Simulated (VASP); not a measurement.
A run of VASP 6.6.1 is set up as follows.

INCAR

```
PREC = Accurate ; ENCUT = 520
EDIFF = 1E-6 ; ISMEAR = 0
SIGMA = 0.05 ; LREAL = F
LASPH = T ; NELM = 80
ALGO = Normal ; ISIF = 2
LWAVE = F ; LCHARG = F
GGA = PS ; NBANDS = 18
```

The input KPOINTS:

```
regular mesh
0
Gamma
  8 1 6
```

File POSCAR:

```
P
1.0
    3.4157418011      0.0000000000      0.0000000000
    0.0000000000     36.2697370064      0.0000000000
    0.0000000000      0.0000000000      4.7918629625
P
4
Direct
    0.0000000000      0.9696876239      0.5826201324
    0.0000000000      0.0303123761      0.4173798676
    0.5000000000      0.0303123761      0.0826201324
    0.5000000000      0.9696876239      0.9173798676
```

Potentials or basis: VASP PAW PBE potentials, release 64 (P).

Command:

```console
$ cat potpaw_PBE.64/P/POTCAR > POTCAR
$ mpirun -np 1 vasp_std > vasp.out
```

Task: What does it give for the band gap on the k mesh?

Result: 1.12 eV.

Task: Predict the largest force.

Result: 1.259 eV/Å.

Forces in eV/Å, atoms in the order of the input:
```
P    0.000  0.781  0.987
P    0.000 -0.781 -0.987
P    0.000 -0.781  0.987
P    0.000  0.781 -0.987
```

Caveat: the cell differs from its parent crystal (strain +0.040 along x and y, +0.080 along z); the PAW data sets were made with another functional, which shifts forces and pressure a little.
